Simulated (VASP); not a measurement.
Input of a VASP 6.6.1 run:

INCAR

```
SYSTEM = Rh
PREC = Accurate ; ENCUT = 500
EDIFF = 1E-6 ; ISMEAR = -1
SIGMA = 0.1 ; LREAL = .False.
LASPH = .True. ; NELM = 120
ALGO = Normal ; ISIF = 2
LWAVE = .False. ; LCHARG = .False.
GGA = PE ; NBANDS = 14
GGA_COMPAT = .False.
```

KPOINTS

```
regular mesh
0
Gamma
  9 9 9
  0 0 0
```

Contents of POSCAR:

```
Rh
1.0
    0.0000000000      1.9161883175      1.9161883175
    1.9161883175      0.0000000000      1.9161883175
    1.9161883175      1.9161883175      0.0000000000
Rh
1
Direct
    0.0000000000      0.0000000000      0.0000000000
```

Potentials or basis: VASP PAW PBE potentials, release 64 (Rh_pv).

Run with:

```bash
$ cat potpaw_PBE.64/Rh_pv/POTCAR > POTCAR
$ mpirun -np 1 vasp_std > vasp.out
```

Question: Estimate the pressure.

Answer: 0.2 GPa.
